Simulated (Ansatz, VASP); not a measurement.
# One calculation of CsTaAlP3, two programs

```
Cs Ta Al P
1.0
     6.92179    0.00000    0.00000
    -3.46090    5.99445    0.00000
     0.00000    0.00000    3.22356
Cs Ta Al P
1 1 1 3
Direct
  0.00000 0.00000 0.00000
  0.66667 0.33333 0.00000
  0.33333 0.66667 0.00000
  0.99441 0.49721 0.50000
  0.50279 0.49721 0.50000
  0.50279 0.00559 0.50000
```

Change from the starting cell: species swapped into the YSiBRh3 type (P-6m2, No. 187).

Alike in both runs: functional PBE; k mesh 3 × 3 × 4; occupations gaussian, width 0.1 eV; no spin polarisation.

Ansatz relaxed the structure, and its values are those at the end. VASP's run is a single point on that final structure, the one shown.

|  | VASP | Ansatz |
| --- | --- | --- |
| version | VASP 6.6.1 | Ansatz 0.2.0 |
| potentials or method | VASP PAW PBE potentials, release 64 (Cs_sv, Ta_pv, Al, P), cutoff 520 eV | scalar-relativistic, plane waves, PAW |
| valence electrons in the cell | 38 | 40 |

```tsv
	VASP	Ansatz	Ansatz less VASP
gap on the k mesh at the Fermi level (eV)	none	none	-
pressure (GPa)	0.1	0.0	-0.08
rms of the force components (eV/Å)	0.007	0.011	+0.0038
```

A gap of «none» marks a metal or a gap that the smearing closes. The functional is the same, so the differences come from potentials, cutoffs and numerics. VASP's potentials hold 38 valence electrons a cell and Ansatz's 40, so a difference there can come from the potentials and not from the codes.

The k mesh is coarse, so the values compare programs but aren't converged. Neither program's run includes spin-orbit coupling.
